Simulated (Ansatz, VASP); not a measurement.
## One calculation of C, two programs

File POSCAR:

```
C
1.0
    2.5220988435      0.0000000000      0.0000000000
   -1.2610494217      2.1842016693      0.0000000000
    0.0000000000      0.0000000000      8.2371000000
C
8
Direct
    0.0000000000      0.0000000000      0.0937500000
    0.0000000000      0.0000000000      0.5937500000
    0.0000000000      0.0000000000      0.4062500000
    0.0000000000      0.0000000000      0.9062500000
    0.3333333333      0.6666666667      0.1562500000
    0.6666666667      0.3333333333      0.6562500000
    0.3333333333      0.6666666667      0.3437500000
    0.6666666667      0.3333333333      0.8437500000
```

Contents of INCAR.step1:

```
PREC = Accurate
ENCUT = 910
ISMEAR = 0
SIGMA = 0.05
LREAL = False
LASPH = True
NELM = 120
NBANDS = 26
GGA = PE
ALGO = Normal
EDIFF = 1E-5
LWAVE = True
LCHARG = False
GGA_COMPAT = False
```

The input INCAR.step2:

```
PREC = Accurate
ENCUT = 910
EDIFF = 1E-6
ISMEAR = 0
SIGMA = 0.05
LREAL = False
LASPH = True
NELM = 120
ALGO = Normal
ISIF = 2
LWAVE = False
LCHARG = True
METAGGA = R2SCAN
LMIXTAU = True
LELF = True
LVHAR = True
NBANDS = 26
ISTART = 1
GGA_COMPAT = False
```

File KPOINTS:

```
Automatic mesh
0
Gamma
  12 12 4
```

Input for Ansatz:

```yaml
crystal:
  lattice:
    - [2.5220988435, 0.0, 0.0]
    - [-1.2610494217, 2.1842016693, 0.0]
    - [0.0, 0.0, 8.2371]
  atoms:
    - { symbol: C, position: [0.0, 0.0, 0.09375] }
    - { symbol: C, position: [0.0, 0.0, 0.59375] }
    - { symbol: C, position: [0.0, 0.0, 0.40625] }
    - { symbol: C, position: [0.0, 0.0, 0.90625] }
    - { symbol: C, position: [0.3333333333, 0.6666666667, 0.15625] }
    - { symbol: C, position: [0.6666666667, 0.3333333333, 0.65625] }
    - { symbol: C, position: [0.3333333333, 0.6666666667, 0.34375] }
    - { symbol: C, position: [0.6666666667, 0.3333333333, 0.84375] }
basis:
  ecutwfc: 500
kpoints:
  mp_grid: { grid: [12, 12, 4] }
hamiltonian:
  xc: r2scan
scf:
  occupations: { method: gaussian, width: 0.05 }
output:
  forces: true
  stress: true
  eigenvalues: true
```

Alike in both runs: task single point; functional r2SCAN; k mesh 12 × 12 × 4; occupations gaussian, width 0.05 eV; no spin polarisation.

|  | VASP | Ansatz |
| --- | --- | --- |
| version | VASP 6.6.1 | Ansatz 0.2.0 |
| potentials or method | VASP PAW PBE potentials, release 64 (C_h), cutoff 910 eV | scalar-relativistic, plane waves, PAW |
| valence electrons in the cell | 32 | 32 |

VASP gave:

| Property | Result |
| --- | --- |
| gap on the k mesh at the Fermi level (eV) | 4.65 |
| least direct gap on the mesh (eV) | 5.45 |
| rms of the force components (eV/Å) | 0.200 |

Q: Estimate Ansatz's values.

A: gap on the k mesh at the Fermi level (eV): 4.64; least direct gap on the mesh (eV): 5.45; rms of the force components (eV/Å): 0.199.

VASP's potentials were made for PBE, not for r2SCAN. Atom by atom the forces differ by 0.001 eV/Å (rms over components).

Noted on VASP's run: the cutoff is short for stress, so the pressure is rough.
